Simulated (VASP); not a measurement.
The system is Pd.

```xyz
2
Lattice="2.5760 0.0000 0.0000 -1.2880 2.2309 0.0000 0.0000 0.0000 4.1732" Properties=species:S:1:pos:R:3 pbc="T T T"
Pd    0.0000    1.4873    1.0433
Pd    1.2880    0.7436    3.1299
```

```yaml
Program: VASP 6.6.1
Task: relaxation of cell and atoms
Functional: PBE
Potentials_or_basis: VASP PAW PBE potentials, release 64 (Pd)
Cutoff: 600 eV
k_mesh: 15 × 15 × 8
Occupations: fermi-dirac, width 0.08 eV
Spin: no spin polarisation
```

At the start: pressure 81.4 GPa; volume 11.99 Å³/atom.

Question: Where does the relaxation end?

Answer: Over 15 steps the energy falls by 667.6 meV/atom and the volume is 15.39 Å³/atom (+28.4 %); space group P6_3/mmc (No. 194, to 0.05 Å).

The path:
```
step  energy change (eV)  largest force (eV/Å)  pressure (GPa)  volume (Å³)
   1              0.0000                0.0000           81.42        23.98
   2              1.0344                0.0000          -19.78        51.95
   3             -1.2983                0.0000           -6.86        32.31
   4             -1.3266                0.0000           -2.97        31.39
   5             -1.3321                0.0000            0.10        30.78
   6             -1.3319                0.0000           -0.70        30.92
   7             -1.3342                0.0000            0.63        30.66
   8             -1.3342                0.0000            0.87        30.63
   9             -1.3352                0.0000            0.01        30.79
  10             -1.3352                0.0000            0.09        30.77
  11             -1.3352                0.0000            0.10        30.77
  12             -1.3350                0.0000            0.50        30.70
  13             -1.3352                0.0000            0.13        30.76
  14             -1.3352                0.0000           -0.07        30.80
  15             -1.3352                0.0000            0.00        30.78
```

Final structure:
```cif
data_structure
_symmetry_space_group_name_H-M 'P 1'
_symmetry_Int_Tables_number 1
_cell_length_a 2.7730
_cell_length_b 2.7730
_cell_length_c 4.6228
_cell_angle_alpha 90.000
_cell_angle_beta 90.000
_cell_angle_gamma 120.000
_cell_volume 30.78
loop_
_atom_site_label
_atom_site_type_symbol
_atom_site_fract_x
_atom_site_fract_y
_atom_site_fract_z
_atom_site_occupancy
Pd1 Pd 0.33333 0.66667 0.25000 1
Pd2 Pd 0.66667 0.33333 0.75000 1
```

Caveat: the volume moved by over 15 % at a fixed basis, so the end points are rough.
